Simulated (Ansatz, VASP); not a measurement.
**SiC in VASP and in Ansatz**

INCAR

```
  ALGO = Normal
  EDIFF = 1E-6
  ENCUT = 520
  ISIF = 2
  ISMEAR = 0
  LASPH = T
  LCHARG = F
  LREAL = F
  LWAVE = F
  NBANDS = 16
  NELM = 100
  PREC = Accurate
  SIGMA = 0.05
```

Contents of KPOINTS:

```
k-points
0
Gamma
  12 12 6
```

The input POSCAR:

```
SiC
1.0
    3.0561890961      0.0000000000      0.0000000000
   -1.5280945481      2.6467373960      0.0000000000
    0.0000000000      0.0000000000      5.0161734257
Si C
2 2
Direct
    0.3333333333      0.6666666667      0.0046041256
    0.6666666667      0.3333333333      0.5046041256
    0.3333333333      0.6666666667      0.3355409659
    0.6666666667      0.3333333333      0.8355409659
```

Input for Ansatz:

```yaml
crystal:
  lattice:
    - [3.0561890961, 0.0, 0.0]
    - [-1.5280945481, 2.646737396, 0.0]
    - [0.0, 0.0, 5.0161734257]
  atoms:
    - { symbol: Si, position: [0.3333333333, 0.6666666667, 0.0046041256] }
    - { symbol: Si, position: [0.6666666667, 0.3333333333, 0.5046041256] }
    - { symbol: C, position: [0.3333333333, 0.6666666667, 0.3355409659] }
    - { symbol: C, position: [0.6666666667, 0.3333333333, 0.8355409659] }
basis:
  ecutwfc: 520.0
kpoints:
  mp_grid: { grid: [12, 12, 6] }
hamiltonian:
  xc: lda
  pseudopotentials: { kind: paw, azcp: { folder: soft_1 } }
scf:
  occupations: { method: gaussian, width: 0.05 }
output:
  forces: true
  stress: true
  eigenvalues: true
```

Alike in both runs: task single point; functional LDA; k mesh 12 × 12 × 6; occupations gaussian, width 0.05 eV; no spin polarisation.

|  | VASP | Ansatz |
| --- | --- | --- |
| version | VASP 6.6.1 | Ansatz 0.2.0 |
| potentials or method | VASP PAW LDA potentials, release 64 (Si, C), cutoff 520 eV | scalar-relativistic, plane waves, PAW |
| valence electrons in the cell | 16 | 16 |

```csv
,VASP,Ansatz,Ansatz less VASP
gap on the k mesh at the Fermi level (eV),0.62,0.63,+0.012
least direct gap on the mesh (eV),3.44,3.46,+0.012
pressure (GPa),8.6,8.2,-0.33
"traceless stress, the component that is largest in VASP (GPa)",31.39,31.36,-0.024
rms of the force components (eV/Å),3.807,3.812,+0.0048
```

Ansatz warns that its potentials were made for another functional, while VASP's fit it. LDA's correlation is that of Perdew and Zunger in VASP and of Perdew and Wang (1992) in Ansatz. Atom by atom the forces differ by 0.005 eV/Å (rms over components).
